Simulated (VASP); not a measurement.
Crystal: La2Ta2O.

```
La Ta O
1.0
     3.65000    0.00000    0.00000
     0.00000    3.65000    0.00000
     0.00000    0.00000   15.00000
La Ta O
4 4 2
Direct
  0.00000 0.50000 0.90300
  0.50000 0.00000 0.09700
  0.00000 0.50000 0.24000
  0.50000 0.00000 0.76000
  0.50000 0.00000 0.36000
  0.50000 0.00000 0.54700
  0.00000 0.50000 0.64000
  0.00000 0.50000 0.45300
  0.50000 0.50000 0.00000
  0.00000 0.00000 0.00000
```

- Program: VASP 6.6.1
- Task: relaxation of cell and atoms
- Functional: PBE
- Potentials or basis: VASP PAW PBE potentials, release 64 (La, Ta_pv, O)
- Cutoff: 600 eV
- k mesh: 5 × 5 × 1
- Occupations: gaussian, width 0.2 eV
- Spin: no spin polarisation

At the start: pressure 7.2 GPa; volume 19.98 Å³/atom.

Problem. Where does the relaxation end?

Solution. Over 17 steps the energy falls by 229.7 meV/atom and the volume is 25.71 Å³/atom (+28.6 %); space group P4/nmm (No. 129, to 0.1 Å) before and after.

The path:
```csv
step,energy change (eV),largest force (eV/Å),pressure (GPa),volume (Å³)
1,0.0000,2.1495,7.17,199.84
2,-0.8318,1.6468,-3.35,226.80
3,-0.8345,1.6658,-2.81,224.91
4,-1.0758,0.8226,2.36,222.86
5,-1.0964,0.6254,1.12,223.31
6,-1.2399,0.7289,0.61,227.46
7,-1.5958,1.0229,-0.28,240.00
8,-1.8044,1.2334,-1.36,265.44
9,-1.8542,1.0052,-0.81,256.11
10,-2.0447,0.8376,-0.63,257.33
11,-2.1733,0.6192,-0.29,258.71
12,-2.1788,0.5735,-0.19,258.99
13,-2.2546,0.3746,-0.26,258.09
14,-2.2912,0.2873,-0.29,256.94
15,-2.2902,0.2114,0.90,254.67
16,-2.2954,0.0932,0.27,255.86
17,-2.2975,0.0282,-0.05,257.07
```

Final structure:
```
La Ta O
1.0
     3.77325    0.00000    0.00000
     0.00000    3.77325    0.00000
     0.00000    0.00000   18.05608
La Ta O
4 4 2
Direct
  0.00000 0.50000 0.92572
  0.50000 0.00000 0.07428
  0.00000 0.50000 0.27813
  0.50000 0.00000 0.72187
  0.50000 0.00000 0.39018
  0.50000 0.00000 0.54117
  0.00000 0.50000 0.60982
  0.00000 0.50000 0.45883
  0.50000 0.50000 0.00000
  0.00000 0.00000 0.00000
```

Caveat: the k points lie up to 0.35 Å⁻¹ apart in the final cell; the volume moved by over 15 % at a fixed basis, so the end points are rough.
